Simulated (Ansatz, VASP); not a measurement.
**One calculation of Ni, two programs**

```xyz
2
Lattice="2.4476 0.0000 0.0000 -1.2238 2.1196 0.0000 0.0000 0.0000 4.0144" Properties=species:S:1:pos:R:3 pbc="T T T"
Ni    0.0000    1.4131    1.0036
Ni    1.2238    0.7065    3.0108
```

Alike in both runs: task single point; functional PBEsol; k mesh 17 × 17 × 9; occupations fermi-dirac, width 0.05 eV; collinear spin.

```csv
,VASP,Ansatz
version,VASP 6.6.1,Ansatz 0.2.0
potentials or method,"VASP PAW PBE potentials, release 64 (Ni), cutoff 520 eV","plane waves (420 eV) with PAW, scalar-relativistic"
valence electrons in the cell,20,36
```

```csv
,VASP,Ansatz,Ansatz less VASP
pressure (GPa),0.1,0.1,+0.06
net moment per atom (μB),0.63,0.65,+0.011
size of the moment on the site where the two differ most (μB),0.64,0.68,+0.040
```

VASP's potentials were made for PBE, not for PBEsol, and Ansatz warns of the same on its side. Site moments also hang on the region over which each program counts them. The functional is the same, so the differences come from potentials, cutoffs and numerics. VASP's potentials hold 20 valence electrons a cell and Ansatz's 36, so a difference there can come from the potentials and not from the codes.
